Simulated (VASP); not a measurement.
Runs of VASP 6.6.1 on Nb. It takes space group Im-3m (No. 229, cubic). The conventional cell has a = 3.328 Å, b = 3.328 Å, c = 3.328 Å, α = 90.00°, β = 90.00°, γ = 90.00°. Nb (site symmetry m-3m) has 14 Nb at 2.88 to 3.33 Å within 3.8 Å. 

```tsv
k mesh	cutoff (eV)	smearing	gap on the mesh (eV)	pressure (GPa)
10 × 10 × 10	550	fermi-dirac 0.1 eV	none	-3.1
5 × 5 × 5	550	fermi-dirac 0.05 eV	none	-5.3
10 × 10 × 10	520	fermi-dirac 0.05 eV	none	(b)
10 × 10 × 10	550	fermi-dirac 0.003 eV	none	(a)
10 × 10 × 10	550	fermi-dirac 0.05 eV	none	-3.3
```

Alike in all rows: task single point; level r2SCAN; potentials or basis VASP PAW PBE potentials, release 64 (Nb_sv); no spin polarisation; cell as given.

Problem. Estimate the missing entries.

Solution. (a) -3.9; (b) -3.4.

Caveats: some runs use coarse meshes; the PAW data sets were made with another functional, which shifts forces and pressure a little.

A k mesh can miss the band edges, and the runs leave out spin-orbit coupling on Nb.

A gap of «none» marks levels without a gap at the run's occupations.
